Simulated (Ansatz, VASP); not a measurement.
**One calculation of Si3Sn, two programs**

The input INCAR:

```
SYSTEM = Si3Sn
ALGO = Normal ; EDIFF = 1E-6
ENCUT = 520 ; GGA = PE
ISIF = 2 ; ISMEAR = 0
LASPH = .True. ; LCHARG = .False.
LREAL = .False. ; LWAVE = .False.
NBANDS = 21 ; NELM = 80
PREC = Accurate ; SIGMA = 0.01
```

KPOINTS

```
k-points
0
Gamma
  6 6 4
  0 0 0
```

POSCAR

```
Si3Sn
1.0
    4.0376389110      0.0000000000      0.0000000000
    0.0000000000      4.0376389110      0.0000000000
    0.0000000000      0.0000000000      5.7486205295
Si Sn
3 1
Direct
    0.5000000000      0.0000000000      0.7746010627
    0.5000000000      0.5000000000      0.0000000000
    0.0000000000      0.5000000000      0.2253989373
    0.0000000000      0.0000000000      0.5000000000
```

Input for Ansatz:

```yaml
crystal:
  lattice:
    - [4.037638911, 0.0, 0.0]
    - [0.0, 4.037638911, 0.0]
    - [0.0, 0.0, 5.7486205295]
  atoms:
    - { symbol: Si, position: [0.5, 0.0, 0.7746010627] }
    - { symbol: Si, position: [0.5, 0.5, 0.0] }
    - { symbol: Si, position: [0.0, 0.5, 0.2253989373] }
    - { symbol: Sn, position: [0.0, 0.0, 0.5] }
kpoints:
  mp_grid: { grid: [6, 6, 4] }
hamiltonian:
  xc: pbe
scf:
  occupations: { method: fixed }
output:
  optics:
    e_range: [0, 12]
    de: 0.05
    sigma: 0.1
    bands: { spectra_wanted_up_to: 12 }
```

Alike in both runs: task single point; functional PBE; k mesh 6 × 6 × 4; no spin polarisation.

```csv
,VASP,Ansatz
version,VASP 6.6.1,Ansatz 0.2.0
potentials or method,"VASP PAW PBE potentials, release 64 (Si, Sn_d)","plane waves, PAW"
plane-wave cutoff (eV),520,420
occupations,"gaussian, width 0.01 eV",fixed
valence electrons in the cell,26,26
```

|  | VASP | Ansatz | Ansatz less VASP |
| --- | --- | --- | --- |
| gap on the k mesh at the Fermi level (eV) | 0.23 | 0.23 | 0.000 |
